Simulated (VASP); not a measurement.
Wanted: the native input for a VASP 6.6.1 run.

```
Task                   : relaxation of cell and atoms
Functional             : PBE
Potentials or basis    : VASP PAW PBE potentials, release 64 (V_sv, Si)
Cutoff                 : 600 eV
k mesh                 : 6 × 6 × 6
Occupations            : gaussian, width 0.1 eV
Spin                   : collinear spin, ferromagnetic start
Starting moments       : [2.0, 2.0, 0.0] μB
Dipole correction      : no
Further INCAR settings : ALGO = Normal; EDIFF = 1e-06; IBRION = 2; EDIFFG = -0.04; NSW = 90; ISIF = 3
```

The structure of V2Si lies in POSCAR:

```
V2Si
1.0
    0.0000000000      2.6686789300      2.6686789300
    2.6686789300      0.0000000000      2.6686789300
    2.6686789300      2.6686789300      0.0000000000
V Si
2 1
Direct
    0.2500000000      0.2500000000      0.2500000000
    0.7500000000      0.7500000000      0.7500000000
    0.0000000000      0.0000000000      0.0000000000
```

The cell was generated, and may not be a known phase.

One way to write it, as run:

INCAR

```
SYSTEM = V2Si
  PREC = Accurate
  ENCUT = 600
  EDIFF = 1E-6
  ISMEAR = 0
  SIGMA = 0.1
  LREAL = .False.
  LASPH = .True.
  NELM = 150
  ALGO = Normal
  ISIF = 3
  LWAVE = .False.
  LCHARG = .False.
  ISPIN = 2
  MAGMOM = 2 2 0
  LORBIT = 11
  LMAXMIX = 4
  GGA = PE
  IBRION = 2
  NSW = 90
  EDIFFG = -0.04
```

KPOINTS

```
Automatic mesh
0
Gamma
  6 6 6
  0 0 0
```

Potentials or basis: VASP PAW PBE potentials, release 64 (V_sv, Si).

Run with:

```bash
$ cat potpaw_PBE.64/V_sv/POTCAR potpaw_PBE.64/Si/POTCAR > POTCAR
$ mpirun -np 1 vasp_std > vasp.out
```

Results of the run:

The relaxed volume is 15.37 Å³/atom. The relaxed cell is a = 4.025 Å, b = 4.025 Å, c = 4.025 Å, α = 60.00°, β = 60.00°, γ = 60.00°, the space group after relaxing (to 0.1 Å) is Fm-3m (No. 225) and the energy gained by relaxing is 296.5 meV/atom. The ionic steps are 4. The pressure after relaxing is -0.3 GPa. The band gap on the k mesh is zero (filled and empty bands overlap). The net moment is 0.00 μB per cell and the valence electrons inside the program's atomic spheres are V 11.53; Si 1.81.

Caveat: the volume moved by over 15 % at a fixed basis, so the end points are rough; the moments typed at the start vanished in this run.

It took 2.4 min on 1 thread of Intel Xeon 8581C, with other jobs on the host, peak memory 0.21 GiB.
